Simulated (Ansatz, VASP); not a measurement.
Two plane-wave programs on BiTe

```
Bi Te
1.0
     0.00000    3.33205    3.13795
     3.33205    0.00000    3.13795
     3.33205    3.33205    0.00000
Bi Te
1 1
Direct
  0.00000 0.00000 0.00000
  0.50000 0.50000 0.50000
```

Change from the starting cell: strain +0.030 along x and y, -0.030 along z, atoms carried along.

Alike in both runs: task single point; functional r2SCAN; k mesh 14 × 14 × 14; occupations gaussian, width 0.15 eV; no spin polarisation.

|  | VASP | Ansatz |
| --- | --- | --- |
| version | VASP 6.6.1 | Ansatz 0.2.0 |
| potentials or method | VASP PAW PBE potentials, release 64 (Bi_d, Te), cutoff 520 eV | scalar-relativistic, plane waves, PAW |
| valence electrons in the cell | 21 | 31 |

```csv
,VASP,Ansatz,Ansatz less VASP
gap on the k mesh at the Fermi level (eV),none,none,-
pressure (GPa),-1.1,-1.1,+0.03
"traceless stress, the component that is largest in VASP (GPa)",3.12,3.11,-0.008
```

VASP's potentials were made for PBE, not for r2SCAN. A gap of «none» marks a metal or a gap that the smearing closes. The functional is the same, so the differences come from potentials, cutoffs and numerics. VASP's potentials hold 21 valence electrons a cell and Ansatz's 31, so a difference there can come from the potentials and not from the codes.

Neither program's run includes spin-orbit coupling.
